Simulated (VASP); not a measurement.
The system is AlInGaBAs4.

```
CELL_PARAMETERS angstrom
-5.45596 5.45596 0.00000
-5.45596 0.00000 5.45596
0.00000 5.45596 5.45596
ATOMIC_POSITIONS crystal
B 0.99799 0.00209 0.49794
B 0.50004 0.99866 0.49460
Al 0.49648 0.00083 0.00411
Al 0.00261 0.49640 0.99416
Ga 0.99852 0.50082 0.50381
Ga 0.50003 0.50135 0.49791
As 0.87357 0.87584 0.37486
As 0.37396 0.87444 0.37623
As 0.87336 0.37738 0.37394
As 0.87455 0.87472 0.87668
As 0.37792 0.37389 0.37018
As 0.37700 0.88046 0.87087
As 0.87534 0.37492 0.86991
As 0.37425 0.37255 0.87507
In 0.99758 0.00338 0.00439
In 0.50367 0.49857 0.99603
```

```yaml
Program: VASP 6.6.1
Task: relaxation of cell and atoms
Functional: PBEsol
Potentials_or_basis: VASP PAW PBE potentials, release 64 (B, Al, Ga_d, As, In_d)
Cutoff: 560 eV
k_mesh: 2 × 2 × 2, shifted
Occupations: gaussian, width 0.1 eV
Spin: no spin polarisation
```

At the start: pressure 9.3 GPa; volume 20.30 Å³/atom.

Task: Where does the relaxation end?

Result: Over 18 steps the energy falls by 215.2 meV/atom and the volume is 21.59 Å³/atom (+6.3 %); space group P1 (No. 1, to 0.1 Å) before and after.

The path:
```csv
step,energy change (eV),largest force (eV/Å),pressure (GPa),volume (Å³)
1,0.0000,4.5700,9.25,324.82
2,-2.2953,1.1257,-5.66,383.03
3,-2.5261,1.5936,-3.14,367.35
4,-3.2283,0.8658,-1.26,353.50
5,-3.3712,0.4616,0.50,344.12
6,-3.3724,0.4370,0.35,344.92
7,-3.4272,0.2212,-0.01,345.80
8,-3.4272,0.2200,-0.03,345.83
9,-3.4356,0.0942,-0.04,345.76
10,-3.4356,0.0992,-0.04,345.75
11,-3.4379,0.0678,0.01,345.44
12,-3.4383,0.0673,0.05,345.25
13,-3.4400,0.0655,0.01,345.47
14,-3.4410,0.0743,-0.08,345.81
15,-3.4421,0.0606,-0.04,345.62
16,-3.4431,0.0618,0.03,345.33
17,-3.4431,0.0659,0.05,345.23
18,-3.4439,0.0339,0.01,345.39
```

Final structure:
```xyz
16
Lattice="-5.4832 5.4930 -0.0785 -5.4915 -0.0862 5.5394 0.1249 5.5405 5.5785" Properties=species:S:1:pos:R:3 pbc="T T T"
B    -5.4230    8.2560    2.7385
B    -2.7036    5.5385    2.8020
Al   -2.6313    8.2934    5.5339
Al   -2.7709   -0.0231    2.8152
Ga   -8.1498    8.2243    5.4789
Ga   -5.4223    5.4610    5.5158
As   -9.5120    6.8530    7.1161
As   -6.8287    4.0676    7.1069
As   -6.6727    6.9570    3.9757
As   -9.5671    9.3597    9.4468
As   -3.8847    4.2557    4.0447
As   -6.9930    6.6730    9.5655
As   -6.8657    9.6317    6.8908
As   -3.9350    6.7882    6.8462
In  -10.9362    5.4143    5.4548
In   -5.4891    2.6894    2.7541
```

Caveat: the PAW data sets were made with another functional, which shifts forces and pressure a little.
